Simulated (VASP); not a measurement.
# MgI2 (P-3m1) in VASP: notebook

The runs below take MgI2 through single point, relaxation of cell and atoms, with PBE.

Everything below comes from runs of VASP 6.6.1. Logs are shortened: lines on timing, memory, paths and dates and some standing lists are left out, and cuts for length are marked.

## 1. The cell of the first run

Symmetry: P-3m1, No. 164, trigonal system. Conventional cell: a = 4.208 Å, b = 4.208 Å, c = 7.751 Å, α = 90.00°, β = 90.00°, γ = 120.00°. Mg (site symmetry -3m) has 6 I at 2.95 Å within 3.9 Å. Within 3.9 Å of I (site symmetry 3m) lie 3 Mg at 2.95 Å.

## 2. Single point, PBE

File INCAR:

```
SYSTEM = MgI2
PREC = Accurate ; ENCUT = 520
EDIFF = 1E-6 ; ISMEAR = 0
SIGMA = 0.02 ; LREAL = .False.
LASPH = .True. ; NELM = 100
ALGO = Normal ; ISIF = 2
LWAVE = .False. ; LCHARG = .True.
GGA = PE ; LELF = .True.
LVHAR = .True. ; NBANDS = 15
```

File KPOINTS:

```
regular mesh
0
Gamma
  6 6 4
  0 0 0
```

File POSCAR:

```
MgI2
1.0
    4.2080408505      0.0000000029      0.0000000000
   -2.1040204277      3.6442702752      0.0000000000
    0.0000000000      0.0000000000      7.7505660595
Mg I
1 2
Direct
    0.0000000000      0.0000000000      0.0000000000
    0.3333333333      0.6666666667      0.2157418700
    0.6666666667      0.3333333333      0.7842581300
```

Potentials or basis: VASP PAW PBE potentials, release 64 (Mg, I).

The run is started by

```sh
> cat potpaw_PBE.64/Mg/POTCAR potpaw_PBE.64/I/POTCAR > POTCAR
> mpirun -np 1 vasp_std > vasp.out
```

OUTCAR:

```text
SYSTEM = MgI2
   PREC = Accurate
   ENCUT = 520
   EDIFF = 1E-6
   ISMEAR = 0
   LREAL = .False.
   LASPH = .True.
   NELM = 100
   ISIF = 2
   GGA = PE

 ion  position               nearest neighbor table
   1  0.000  0.000  0.000-   2 2.95   3 2.95   2 2.95   3 2.95   3 2.95   2 2.95
   2  0.333  0.667  0.216-   1 2.95   1 2.95   1 2.95
   3  0.667  0.333  0.784-   1 2.95   1 2.95   1 2.95

  LATTYP: Found a hexagonal cell.
 ALAT       =     4.2080408505
 C/A-ratio  =     1.8418466776

  Lattice vectors:

 A1 = (   4.2080408505,   0.0000000029,   0.0000000000)
 A2 = (  -2.1040204277,   3.6442702752,   0.0000000000)
 A3 = (   0.0000000000,   0.0000000000,   7.7505660595)

Analysis of symmetry for initial positions (statically):
=====================================================================
 Subroutine PRICEL returns:
 Original cell was already a primitive cell.

 Routine SETGRP: Setting up the symmetry group for a
 hexagonal supercell.

 Subroutine GETGRP returns: Found 12 space group operations
 (whereof 12 operations were pure point group operations)
 out of a pool of 24 trial point group operations.

The static configuration has the point symmetry D_3d.

Analysis of symmetry for dynamics (positions and initial velocities):
=====================================================================
 Subroutine PRICEL returns:
 Original cell was already a primitive cell.

 Routine SETGRP: Setting up the symmetry group for a
 hexagonal supercell.

 Subroutine GETGRP returns: Found 12 space group operations
 (whereof 12 operations were pure point group operations)
 out of a pool of 24 trial point group operations.

The dynamic configuration has the point symmetry D_3d.

 Subroutine INISYM returns: Found 12 space group operations
 (whereof 12 operations are pure point group operations),
 and found     1 'primitive' translations

----------------------------------------------------------------------------------------

                                     Primitive cell

  volume of cell :     118.8568

  direct lattice vectors                    reciprocal lattice vectors
     4.208040850  0.000000003  0.000000000     0.237640278  0.137201679  0.000000000
    -2.104020428  3.644270275  0.000000000    -0.000000000  0.274403358  0.000000000
     0.000000000  0.000000000  7.750566059     0.000000000  0.000000000  0.129022834

  length of vectors
     4.208040850  4.208040850  7.750566059     0.274403358  0.274403358  0.129022834

  position of ions in fractional coordinates (direct lattice)
     0.000000000  0.000000000  0.000000000
     0.333333333  0.666666667  0.215741870
     0.666666667  0.333333333  0.784258130

  ion indices of the primitive-cell ions
   primitive index   ion index
                 1           1
                 2           2
                 3           3

----------------------------------------------------------------------------------------

 KPOINTS: regular mesh

Automatic generation of k-mesh.
 Grid dimensions read from file:
 generate k-points for:    6    6    4

 Generating k-lattice:

  Cartesian coordinates                     Fractional coordinates (reciprocal lattice)
     0.039606713  0.022866946  0.000000000     0.166666667  0.000000000  0.000000000
    -0.000000000  0.045733893  0.000000000    -0.000000000  0.166666667  0.000000000
     0.000000000  0.000000000  0.032255709     0.000000000  0.000000000  0.250000000

  Length of vectors
     0.045733893  0.045733893  0.032255709

  Shift w.r.t. Gamma in fractional coordinates (k-lattice)
     0.000000000  0.000000000  0.000000000

 Subroutine IBZKPT returns following result:
 ===========================================

 Found     24 irreducible k-points:

 Following reciprocal coordinates:
            Coordinates               Weight
  0.000000  0.000000  0.000000      1.000000
  0.166667  0.000000  0.000000      6.000000
  0.333333 -0.000000  0.000000      6.000000
  0.500000  0.000000  0.000000      3.000000
  0.166667  0.166667  0.000000      6.000000
  0.333333  0.166667  0.000000     12.000000
[... 16 lines left out ...]
  0.333333  0.166667  0.500000     12.000000
  0.333333  0.333333  0.500000      2.000000
   k-points           NKPTS =     24   k-points in BZ     NKDIM =     24   number of bands    NBANDS=     15
   number of dos      NEDOS =    301   number of ions     NIONS =      3
   total plane-waves  NPLWV =  61440
   dimension x,y,z NGX =    32 NGY =   32 NGZ =   60
   dimension x,y,z NGXF=    64 NGYF=   64 NGZF=  120
   ions per type =               1   2
   NGX,Y,Z   is equivalent  to a cutoff of  12.64, 12.64, 12.87 a.u.
   NGXF,Y,Z  is equivalent  to a cutoff of  25.28, 25.28, 25.74 a.u.
 SYSTEM =  MgI2
   PREC   = accura    normal or accurate (medium, high low for compatibility)
   ISTART =      0    job   : 0-new  1-cont  2-samecut
   ICHARG =      2    charge: 1-file 2-atom 10-const
   ISPIN  =      1    spin polarized calculation?
   LNONCOLLINEAR =      F non collinear calculations
   LSORBIT =      F    spin-orbit coupling
   LASPH  =      T    aspherical Exc in radial PAW
   ENCUT  =  520.0 eV  38.22 Ry    6.18 a.u.   7.82  7.82 14.41*2*pi/ulx,y,z
   NELM   =    100;   NELMIN=  2; NELMDL= -5     # of ELM steps
   EDIFF  = 0.1E-05   stopping-criterion for ELM
   LREAL  =      F    real-space projection
   EDIFFG = 0.1E-04   stopping-criterion for IOM
   NSW    =      0    number of steps for IOM
   IBRION =     -1    ionic relax: 0-MD 1-quasi-New 2-CG
   NFREE  =      0    steps in history (QN), initial steepest desc. (CG)
   ISIF   =      2    stress and relaxation
   ISYM   =      2    0-nonsym 1-usesym 2-fastsym
   POTIM  = 0.5000    time-step for ionic-motion
   TEBEG  =    0.0;   TEEND  =   0.0 temperature during run
   PSTRESS=    0.0 pullay stress
   NELECT =      16.0000    total number of electrons
   NUPDOWN=      -1.0000    fix difference up-down
   EMIN   =  10.00;   EMAX   =-10.00  energy-range for DOS
   EFERMI =   0.00;   METHOD = LEGACY
   ISMEAR =     0;   SIGMA  =   0.02  broadening in eV -4-tet -1-fermi 0-gaus
   EFERMI_NEDOS =   21; number of points for ismear=-14 and -15
   IALGO  =     38    algorithm
   IMIX   =      4    mixing-type and parameters
     AMIX     =   0.40;   BMIX     =  1.00
     AMIX_MAG =   1.60;   BMIX_MAG =  1.00
  volume/ion in A,a.u.               =      39.62       267.36
  Fermi-wavevector in a.u.,A,eV,Ry     =   0.839022  1.585522  9.577936  0.703958
  Thomas-Fermi vector in A             =   1.953173
   LORBIT       =      0    0 simple, 1 ext, 2 COOP (PROOUT), +10 PAW based schemes
   GGA     = PE    functional components
   LHFCALC =     F    Hartree Fock is set to
   AEXX    =    0.0000 exact exchange contribution
   IVDW    =     0    specifies the selected vdW correction
   LEPSILON=     F    determine dielectric tensor
   LRPA    =     F    only Hartree local field effects (RPA)
 non-spin polarized calculation
 Gauss-broadening in eV      SIGMA  =   0.02
  energy-cutoff  :      520.00
  volume of cell :      118.86
 maximum number of plane-waves:      3227
 NGX is ok and might be reduce to    32
   NGX = 15   NGY = 15   NGZ = 29

 number of electron      15.9999998 magnetization

 Free energy of the ion-electron system (eV)
  ---------------------------------------------------
  ext. energy  EPLUGINS =         0.00000000
  ---------------------------------------------------
  free energy    TOTEN  =        -7.73871975 eV

  energy without entropy =       -7.73871975  energy(sigma->0) =       -7.73871975

 E-fermi :   1.0993     XC(G=0):  -7.4752

 val. band max:        0.9782303634   @ k =   0.0000   0.0000   0.0000
 cond. band min:       4.5865847804   @ k =   0.5000   0.0000   0.5000
 fundamental gap:      3.6083544169
 Fermi energy:         1.0993022268

 k-point     1 :       0.0000    0.0000    0.0000
  band No.  band energies     occupation
      1     -10.7726      2.00000
      2     -10.2331      2.00000
      3      -2.0231      2.00000
      4       0.6902      2.00000
      5       0.6902      2.00000
      6       0.7199      2.00000
      7       0.9782      2.00000
      8       0.9782      2.00000
      9       4.6830      0.00000
     10       5.8740      0.00000
     11       7.6727      0.00000
     12       7.6727      0.00000
     13       7.9633      0.00000
     14       9.1348      0.00000
     15       9.1348      0.00000

 k-point     2 :       0.1667    0.0000    0.0000
  band No.  band energies     occupation
      1     -10.6470      2.00000
      2     -10.1630      2.00000
      3      -1.8933      2.00000
      4      -0.2585      2.00000
      5       0.2245      2.00000
      6       0.4072      2.00000
      7       0.7401      2.00000
      8       0.9137      2.00000
      9       5.4592      0.00000
     10       6.4115      0.00000
     11       7.1738      0.00000
     12       8.0749      0.00000
     13       8.1810      0.00000
     14       9.0465      0.00000
     15       9.4498      0.00000

 k-point     3 :       0.3333   -0.0000    0.0000
  band No.  band energies     occupation
      1     -10.3532      2.00000
      2     -10.0335      2.00000
      3      -1.9642      2.00000
      4      -1.3628      2.00000
      5      -0.5369      2.00000
      6       0.0006      2.00000
      7       0.5784      2.00000
      8       0.7012      2.00000
      9       5.0617      0.00000
     10       6.4687      0.00000
     11       7.1632      0.00000
     12       8.3135      0.00000
     13       8.3243      0.00000
     14       9.0477      0.00000
     15       9.9045      0.00000
[... 343 lines left out ...]
 k-point    23 :       0.3333    0.1667    0.5000
  band No.  band energies     occupation
      1     -10.1567      2.00000
      2     -10.0018      2.00000
      3      -2.1568      2.00000
      4      -1.5776      2.00000
      5      -0.7402      2.00000
      6      -0.3075      2.00000
      7       0.2614      2.00000
      8       0.5065      2.00000
      9       5.2666      0.00000
     10       6.7764      0.00000
     11       7.3948      0.00000
     12       7.8873      0.00000
     13       8.0631      0.00000
     14       9.5122      0.00000
     15      10.0383      0.00000

 k-point    24 :       0.3333    0.3333    0.5000
  band No.  band energies     occupation
      1     -10.0197      2.00000
      2     -10.0197      2.00000
      3      -2.0070      2.00000
      4      -1.3820      2.00000
      5      -1.3820      2.00000
      6      -0.8627      2.00000
      7       0.3975      2.00000
      8       0.3975      2.00000
      9       5.5855      0.00000
     10       7.0723      0.00000
     11       7.0723      0.00000
     12       8.5851      0.00000
     13       9.3307      0.00000
     14       9.3393      0.00000
     15       9.6799      0.00000

------------------------ aborting loop because EDIFF is reached ----------------------------------------

  FORCE on cell =-STRESS in cart. coord.  units (eV):
  Direction    XX          YY          ZZ          XY          YZ          ZX
  --------------------------------------------------------------------------------------
  -------------------------------------------------------------------------------------
  Total       -0.0384172     -0.0384172     -0.0118601     -0.0000000      0.0000000     -0.0000000
  in kB       -0.5178593     -0.5178593     -0.1598724     -0.0000000      0.0000000     -0.0000000
  external PRESSURE =      -0.3985303 kB  Pullay stress =       0.0000000 kB

 VOLUME and BASIS-vectors are now :
 -----------------------------------------------------------------------------
  energy-cutoff  :      520.00
  volume of cell :      118.86
      direct lattice vectors                 reciprocal lattice vectors
     4.208040850  0.000000003  0.000000000     0.237640278  0.137201679  0.000000000
    -2.104020428  3.644270275  0.000000000    -0.000000000  0.274403358  0.000000000
     0.000000000  0.000000000  7.750566059     0.000000000  0.000000000  0.129022834

 POSITION                                       TOTAL-FORCE (eV/Angst)
 -----------------------------------------------------------------------------------
      0.00000      0.00000      0.00000         0.000000     -0.000000      0.000000
     -0.00000      2.42951      1.67212        -0.000000     -0.000000     -0.009509
      2.10402      1.21476      6.07844         0.000000      0.000000      0.009509
 -----------------------------------------------------------------------------------
    total drift:                                0.000000     -0.000000     -0.000000

  FREE ENERGIE OF THE ION-ELECTRON SYSTEM (eV)
  ---------------------------------------------------
  free  energy   TOTEN  =        -7.7387197526 eV

  energy  without entropy=       -7.7387197526  energy(sigma->0) =       -7.73871975
```

Wall time 35 s (1 thread of AMD EPYC 7R43 (Zen 3), shared host); peak memory 0.21 GiB.

Results:

- Free energy: -7.7387 eV
- Pressure: 0.0 GPa
- Largest force: 0.010 eV/Å
- Band gap on the k mesh: 3.61 eV, indirect (least direct gap 3.70 eV)

Forces on the atoms (eV/Å):
```
Mg   0.000  0.000  0.000
I    0.000  0.000 -0.010
I    0.000  0.000  0.010
```

Caveat: spin-orbit coupling is left out, which moves the levels of the heavy elements; this functional lacks dispersion, which binds the layers, so the pressure and a relaxed spacing across them are unreliable. A hybrid or GW would open this gap; PBE tends to underestimate it.

## 3. Relaxation of cell and atoms, PBE

File INCAR:

```
SYSTEM = MgI2
ALGO = Normal
EDIFF = 1E-7
EDIFFG = -0.01
ENCUT = 600
GGA = PE
IBRION = 2
ISIF = 3
ISMEAR = 0
LASPH = .TRUE.
LCHARG = .FALSE.
LREAL = .FALSE.
LWAVE = .FALSE.
NELM = 100
NSW = 100
PREC = Accurate
SIGMA = 0.02
```

File KPOINTS:

```
k-points
0
G
  6 6 4
  0 0 0
```

POSCAR is that of step 2.

Potentials or basis: VASP PAW PBE potentials, release 64 (Mg, I).

The run is started by

```sh
> cat potpaw_PBE.64/Mg/POTCAR potpaw_PBE.64/I/POTCAR > POTCAR
> mpirun -np 1 vasp_std > vasp.out
```

Run time: 58 s. Hardware: 1 thread of AMD EPYC 7R43 (Zen 3), shared host; peak memory 0.27 GiB.

The run converged. Its results:

```
Free energy                            : -7.7388 eV
Relaxed volume                         : 39.56 Å³/atom
Relaxed cell                           : a = 4.205 Å, b = 4.205 Å, c = 7.749 Å, α = 90.00°, β = 90.00°, γ = 120.00°
Space group after relaxing (to 0.05 Å) : P-3m1 (No. 164)
Energy gained by relaxing              : 0.0 meV/atom
Ionic steps                            : 2
Pressure after relaxing                : 0.0 GPa
Band gap on the k mesh                 : 3.61 eV, indirect (least direct gap 3.71 eV)
```

Final structure:
```xyz
3
Lattice="4.2053 0.0000 0.0000 -2.1027 3.6419 0.0000 0.0000 0.0000 7.7489" Properties=species:S:1:pos:R:3 pbc="T T T"
Mg    4.2053    0.0000    0.0000
I     0.0000    2.4280    1.6713
I     2.1027    1.2140    6.0776
```

Levels at points of the mesh, in eV from the valence-band top:
| k point | band 6 | band 7 | band 8 | band 9 | band 10 | band 11 |
| --- | --- | --- | --- | --- | --- | --- |
| (0.00, 0.00, 0.00) | -0.26 | 0.00 | 0.00 | 3.71 | 4.90 | 6.70 |
| (0.50, 0.00, 0.00) | -1.15 | -0.64 | -0.39 | 3.67 | 5.44 | 5.79 |
| (0.00, 0.00, 0.50) | -0.27 | -0.02 | -0.02 | 4.38 | 4.89 | 6.65 |
| (0.50, 0.00, 0.50) | -1.11 | -0.63 | -0.44 | 3.61 | 5.44 | 5.76 |

Caveat: spin-orbit coupling is left out, which moves the levels of the heavy elements; this functional lacks dispersion, which binds the layers, so the pressure and a relaxed spacing across them are unreliable.
